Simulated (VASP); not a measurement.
A run of VASP 6.6.1 is set up as follows.

File INCAR:

```
ALGO = Normal
EDIFF = 1E-6
ENCUT = 520
GGA = PE
GGA_COMPAT = F
ISIF = 2
ISMEAR = -1
ISYM = -1
LASPH = T
LCHARG = F
LREAL = Auto
LWAVE = F
NBANDS = 156
NELECT = 272.0
NELM = 120
PREC = Accurate
SIGMA = 0.01
```

File KPOINTS:

```
explicit points
1
Reciprocal
  0.25000000   0.25000000   0.25000000 1
```

The input POSCAR:

```
Ga12O19
1.0
    0.0000000000      9.2496621800      0.0000000000
   -1.3977182400      0.0000000000      5.7085775500
    6.2279771500     -1.5416103600      0.0067278600
Ga O
12 19
Direct
    0.1028559795      0.7993900448      0.6744992708
    0.2211863222      0.3381179424      0.3279653355
    0.2871440473      0.2239910479      0.8122541640
    0.0229736565      0.8238108446      0.1695795309
    0.4508843888      0.6818786256      0.6915997103
    0.5451738121      0.3269975249      0.3112833201
    0.6326330218      0.2071060982      0.8295025570
    0.3565212254      0.8031887652      0.1717703135
    0.7704986914      0.6768571240      0.7031385059
    0.8813003448      0.3416943701      0.3288103672
    0.9751018786      0.2316591691      0.8318645238
    0.6917580738      0.8091210350      0.2039020373
    0.1624253338      0.7838779957     -0.0003460879
    0.1725445149      0.3377336588      1.0260643771
    0.2922745229      0.4441892720      0.6428632204
    0.0528770648      0.6198955133      0.3673366505
    0.0377165171      0.1465803579      0.2567918927
    0.3088689805      0.8972167347      0.7056761914
    0.5035899110      0.7472079708      0.0201182835
    0.4907962105      0.2691400043      0.9925018580
    0.6029871659      0.4354668235      0.6566526857
    0.3977004915      0.5842933758      0.3483949052
    0.3848496566      0.1168034799      0.3234723420
    0.6095895461      0.8951265082      0.6822245081
    0.8244125127      0.7527164010      0.0304780250
    0.8233752366      0.2928096876      0.9996032887
    0.9182101197      0.4508642800      0.6537432829
    0.7152450364      0.5731919653      0.3554198758
    0.7148146160      0.1248489214      0.3304542655
    0.9131454746      0.9043415452      0.7255141700
    1.0956908174      1.1117964181      0.6346635573
```

Potentials or basis: VASP PAW PBE potentials, release 64 (Ga_d, O).

Command:

```sh
$ cat potpaw_PBE.64/Ga_d/POTCAR potpaw_PBE.64/O/POTCAR > POTCAR
$ mpirun -np 1 vasp_std > vasp.out
```

What does it give for the largest force?

0.079 eV/Å.

Forces in eV/Å, atoms in the order of the input:
```
Ga   0.015 -0.002 -0.056
Ga   0.014 -0.027  0.010
Ga   0.003  0.026  0.013
Ga   0.004  0.010  0.001
Ga   0.006 -0.017  0.013
Ga  -0.001 -0.008 -0.002
Ga  -0.008 -0.005 -0.012
Ga   0.008 -0.005 -0.007
Ga   0.007  0.012  0.017
Ga   0.010  0.031  0.005
Ga   0.016 -0.025  0.008
Ga   0.008 -0.001  0.003
O   -0.023  0.001 -0.013
O    0.011  0.008  0.035
O    0.013 -0.013  0.014
O   -0.007  0.005 -0.041
O   -0.009 -0.002 -0.009
O   -0.001  0.028 -0.002
O   -0.014  0.011 -0.006
O    0.001 -0.009  0.006
O    0.004 -0.006 -0.013
O   -0.004  0.009  0.002
O    0.019  0.004 -0.006
O   -0.024  0.001  0.008
O   -0.003 -0.011 -0.011
O    0.007  0.001  0.012
O    0.008  0.017  0.013
O   -0.008 -0.006  0.005
O    0.019  0.002 -0.008
O    0.004 -0.029 -0.002
O   -0.076  0.000  0.023
```

Caveat: the cell carries a net charge on a neutralising background, which shifts energy and pressure.
